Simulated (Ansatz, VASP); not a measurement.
ZnS: VASP and Ansatz over several settings

```
CELL_PARAMETERS angstrom
0.00000 2.70200 2.70200
2.70200 0.00000 2.70200
2.70200 2.70200 0.00000
ATOMIC_POSITIONS crystal
Zn 0.75000 0.75000 0.75000
S 0.00000 0.00000 0.00000
```

Single points on this cell with VASP 6.6.1 and Ansatz 0.2.0. Each row is one pair of runs. Alike in all rows: spin: off; k mesh: 5 × 5 × 5; smearing: fermi-dirac, width 0.05 eV; VASP's potentials, cutoff: VASP PAW PBE potentials, release 64 (Zn, S), 520 eV; Ansatz's potentials, cutoff: Ansatz PAW, 420 eV.

```tsv
level	gap on the k mesh at the Fermi level (eV), VASP	gap on the k mesh at the Fermi level (eV), Ansatz	least direct gap on the mesh (eV), VASP	least direct gap on the mesh (eV), Ansatz	pressure (GPa), VASP	pressure (GPa), Ansatz
PBE-based screened hybrid	3.10	3.10	3.10	3.10	1.1	1.1
HSE06	3.33	3.34	3.33	3.34	1.0	1.0
PBE-based global hybrid	?	4.80	?	4.80	?	0.4
```

**Question.** Fill in what VASP gave in row 3.

**Answer.** gap on the k mesh at the Fermi level (eV): 4.82; least direct gap on the mesh (eV): 4.82; pressure (GPa): 0.3.

Noted on Ansatz's runs: odd divisions of the mesh miss points on the zone boundary, where band edges often lie, so the gap on the mesh can be too wide.
